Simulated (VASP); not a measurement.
A run of VASP 6.6.1:

File POSCAR:

```
LaHg2
1.0
    4.9579982887      0.0000000000      0.0000000000
   -2.4789991444      4.2937524700      0.0000000000
    0.0000000000      0.0000000000      3.6400000000
La Hg
1 2
Direct
    0.0000000000      0.0000000000      0.0000000000
    0.3333333333      0.6666666667      0.5000000000
    0.6666666667      0.3333333333      0.5000000000
```

Contents of INCAR.step1:

```
PREC = Accurate ; ENCUT = 520
EDIFF = 1E-7 ; ISMEAR = -1
SIGMA = 0.08 ; LREAL = F
LASPH = T ; NELM = 80
ALGO = Normal ; ISIF = 2
LWAVE = F ; LCHARG = T
LMAXMIX = 6 ; GGA = CA
NBANDS = 24
```

KPOINTS.step1

```
Automatic mesh
0
Gamma
  8 8 9
```

The input INCAR.step2:

```
PREC = Accurate ; ENCUT = 520
EDIFF = 1E-7 ; ISMEAR = -5
SIGMA = 0.08 ; LREAL = F
LASPH = T ; NELM = 80
ALGO = Normal ; ISIF = 2
LWAVE = F ; LCHARG = F
LMAXMIX = 6 ; GGA = CA
LORBIT = 11 ; NBANDS = 24
NEDOS = 1001 ; ICHARG = 11
```

Contents of KPOINTS.step2:

```
Automatic mesh
0
Gamma
  12 12 14
```

Potentials or basis: VASP PAW LDA potentials, release 64 (La, Hg).

Run with:

```console
$ cat potpaw_LDA.64/La/POTCAR potpaw_LDA.64/Hg/POTCAR > POTCAR
$ cp INCAR.step1 INCAR
$ cp KPOINTS.step1 KPOINTS
$ mpirun -np 1 vasp_std > vasp.out
$ cp INCAR.step2 INCAR
$ cp KPOINTS.step2 KPOINTS
$ mpirun -np 1 vasp_std > vasp.out
```

Hardware: 1 thread of Oxide Virtual Turin-like Processor (shared host).

Problem. Estimate the wall time of this run.

Solution. Wall time 4.8 min on 1 thread of Oxide Virtual Turin-like Processor, on a shared host, peak memory 0.38 GiB. Counts: k points 152.
